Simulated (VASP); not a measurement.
SnO:

```
Sn O
1.0
     3.88849    0.00000    0.00000
     0.00000    3.88849    0.00000
     0.00000    0.00000    4.98276
Sn O
2 2
Direct
  0.50000 0.00000 0.76463
  0.00000 0.50000 0.23537
  0.00000 0.00000 0.00000
  0.50000 0.50000 0.00000
```

Program: VASP 6.6.1. Alike in all runs: task single point; potentials or basis VASP PAW PBE potentials, release 64 (Sn_d, O); no spin polarisation; cell as given; k mesh 7 × 7 × 6; cutoff (eV) 520; smearing fermi-dirac 0.05 eV.

Task: Order these runs on this cell by their pressure, lowest first.
A. level BLYP
B. level PBE+D3(BJ)
C. level PBEsol+D4

Result: C (-6.3 GPa), B (-3.2 GPa), A (2.7 GPa).

Caveats: the PAW data sets were made with another functional, which shifts forces and pressure a little (some runs).
